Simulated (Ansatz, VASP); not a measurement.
AlN: VASP beside Ansatz

```xyz
2
Lattice="0.0000 2.1840 2.1840 2.1840 0.0000 2.1840 2.1840 2.1840 0.0000" Properties=species:S:1:pos:R:3 pbc="T T T"
Al    0.0000    0.0000    0.0000
N     1.0920    1.0920    1.0920
```

Alike in both runs: task single point; functional PBE-based screened hybrid; k mesh 6 × 6 × 6; occupations fermi-dirac, width 0.05 eV; no spin polarisation.

|  | VASP | Ansatz |
| --- | --- | --- |
| version | VASP 6.6.1 | Ansatz 0.2.0 |
| potentials or method | VASP PAW PBE potentials, release 64 (Al, N) | Ansatz PAW |
| plane-wave cutoff (eV) | 520 | 420 |
| valence electrons in the cell | 8 | 8 |

VASP gave:

- gap on the k mesh at the Fermi level (eV): 4.05
- least direct gap on the mesh (eV): 5.00
- pressure (GPa): 1.5

Question: Which values does Ansatz return?

Answer: gap on the k mesh at the Fermi level (eV): 4.05; least direct gap on the mesh (eV): 5.00; pressure (GPa): 1.7.

VASP's potentials were made for PBE, not for PBE-based screened hybrid. With one functional, cell and mesh, what is left measures potentials, basis and numerics.
